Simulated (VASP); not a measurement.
Sn: electric field gradients with PBEsol

Crystal: Sn.

```
Sn
1.0
    -1.70953    1.75805    2.38511
     1.70953   -1.75805    2.38511
     1.70953    1.75805   -2.38511
Sn
1
Direct
  0.00000 0.00000 0.00000
```

This cell differs from its parent crystal: z stretched by +2 % at fixed volume.

```json
{
 "Program": "VASP 6.6.1",
 "Task": "electric field gradients",
 "Functional": "PBEsol",
 "Potentials or basis": "VASP PAW PBE potentials, release 64 (Sn_d)",
 "Cutoff": "400 eV",
 "k mesh": "16 × 16 × 16",
 "Occupations": "fermi-dirac, width 0.03 eV",
 "Spin": "no spin polarisation",
 "Dipole correction": "no",
 "Further INCAR settings": "ALGO = Normal; EDIFF = 1e-08; NBANDS = 13"
}
```

```json
{"Pressure": "-3.6 GPa", "Band gap on the k mesh": "zero (bands 7 and 8 overlap by 8.91 eV)", "Largest electric field gradient by atom": "Sn +10.2 V/Å²"}
```

Stress tensor (GPa, compression positive):
```
-3.21  0.00  0.00
 0.00 -3.95  0.00
 0.00  0.00 -3.79
```

Levels at points of the mesh, in eV from the Fermi level:
| k point | band 5 | band 6 | band 7 | band 8 | band 9 | band 10 |
| --- | --- | --- | --- | --- | --- | --- |
| (0.00, 0.00, 0.00) | -21.39 | -10.81 | 6.95 | 7.16 | 7.52 | 10.57 |
| (0.50, 0.00, 0.00) | -21.32 | -6.89 | -4.43 | 5.44 | 5.75 | 9.86 |
| (0.00, 0.50, 0.00) | -21.32 | -6.63 | -4.37 | 5.00 | 5.51 | 9.37 |
| (0.50, 0.50, 0.00) | -21.31 | -5.13 | -3.52 | 1.99 | 2.17 | 5.33 |
| (0.50, 0.50, 0.50) | -21.31 | -4.76 | -3.29 | 1.41 | 2.06 | 4.81 |

Electric field gradients, principal values (V/Å²):
| atom | least | middle | greatest (by size) |
| --- | --- | --- | --- |
| 1 Sn | -4.516 | -5.645 | 10.162 |

Run time: 5.6 min on 1 thread of AMD EPYC 7571, on a shared host, peak memory 0.22 GiB.

Caveat: the cell stands under tension; without QUAD_EFG the Cq values of the log hold for a quadrupole moment of 1 mb, not for the nuclei; the PAW data sets were made with another functional, which shifts forces and pressure a little; spin-orbit coupling is left out, which moves the levels of the heavy elements.
